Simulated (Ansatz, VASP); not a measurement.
## PbO2, level by level in two programs

```
Pb O
1.0
     0.00000    2.70199    2.70199
     2.70199    0.00000    2.70199
     2.70199    2.70199    0.00000
Pb O
1 2
Cartesian
  0.0000 0.0000 0.0000
  4.0530 4.0530 4.0530
  1.3510 1.3510 1.3510
```

Single points on this cell with VASP 6.6.1 and Ansatz 0.2.0. Each row is one pair of runs. Alike in all rows: spin: off; k mesh: 9 × 9 × 9; VASP's potentials, cutoff: VASP PAW PBE potentials, release 64 (Pb_d, O), 520 eV; Ansatz's potentials, cutoff: Ansatz PAW, 420 eV.

```tsv
level	smearing	gap on the k mesh at the Fermi level (eV), VASP	gap on the k mesh at the Fermi level (eV), Ansatz	pressure (GPa), VASP	pressure (GPa), Ansatz
PBE	gaussian, width 0.012 eV	none	none	0.6	0.4
PBE	gaussian, width 0.013 eV	none	none	0.6	0.4
PBE	gaussian, width 0.014 eV	none	none	0.6	0.4
PBE	gaussian, width 0.015 eV	none	none	0.6	0.4
PBE	gaussian, width 0.016 eV	none	none	0.6	0.4
PBE	gaussian, width 0.019 eV	none	none	0.6	0.4
PBE	gaussian, width 0.021 eV	none	none	0.6	0.4
PBE	gaussian, width 0.022 eV	none	none	0.6	0.4
```

Pressure (GPa): the two programs differ by at most 0.2.

A gap of «none» marks a metal or a gap that the smearing closes.

Neither program's run includes spin-orbit coupling.
